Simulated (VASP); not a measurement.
Set up this calculation in VASP 6.6.1, as the native input.

```yaml
Task: single point
Functional: PBE
Potentials_or_basis: VASP PAW PBE potentials, release 64 (Pb_d, S)
Cutoff: 520 eV
k_mesh: 13 × 13 × 13
Occupations: fermi-dirac, width 0.05 eV
Spin: no spin polarisation
Dipole_correction: no
Further_INCAR_settings: ALGO = Normal; EDIFF = 1e-07; NBANDS = 17
```

The structure of PbS (zincblende type) lies in POSCAR:

```
PbS
1.0
    0.0000000000      2.7127099181      2.7127099181
    2.7127099181      0.0000000000      2.7127099181
    2.7127099181      2.7127099181      0.0000000000
Pb S
1 1
Direct
    0.0000000000      0.0000000000      0.0000000000
    0.2500000000      0.2500000000      0.2500000000
```

The input as run:

INCAR

```
PREC     = Accurate       # precision mode
ENCUT    = 520            # plane-wave cutoff, eV
EDIFF    = 1E-7           # SCF threshold, eV
ISMEAR   = -1             # smearing method
SIGMA    = 0.05           # smearing width, eV
LREAL    = False          # projectors in reciprocal space
LASPH    = True           # aspherical terms in the spheres
NELM     = 100            # most SCF steps
ALGO     = Normal         # electronic algorithm
ISIF     = 2              # what is computed and relaxed
LWAVE    = False          # write WAVECAR
LCHARG   = True           # write CHGCAR
GGA      = PE             # functional
LELF     = True           # ELF
LVHAR    = True         
NBANDS   = 17             # bands
```

KPOINTS

```
regular mesh
0
Gamma
  13 13 13
```

Potentials or basis: VASP PAW PBE potentials, release 64 (Pb_d, S).

Run with:

```console
$ cat potpaw_PBE.64/Pb_d/POTCAR potpaw_PBE.64/S/POTCAR > POTCAR
$ mpirun -np 1 vasp_std > vasp.out
```

Results of the run:

The pressure is 67.8 GPa and the band gap on the k mesh is zero (band 10 reaches 10.67 eV, above the bottom of band 11 at 9.23 eV).

Caveat: spin-orbit coupling is left out, which moves the levels of the heavy elements.

It took 32 s on 1 thread of Intel(R) Xeon(R) Platinum 8559C (Emerald Rapids), on a shared host, peak memory 0.2 GiB.
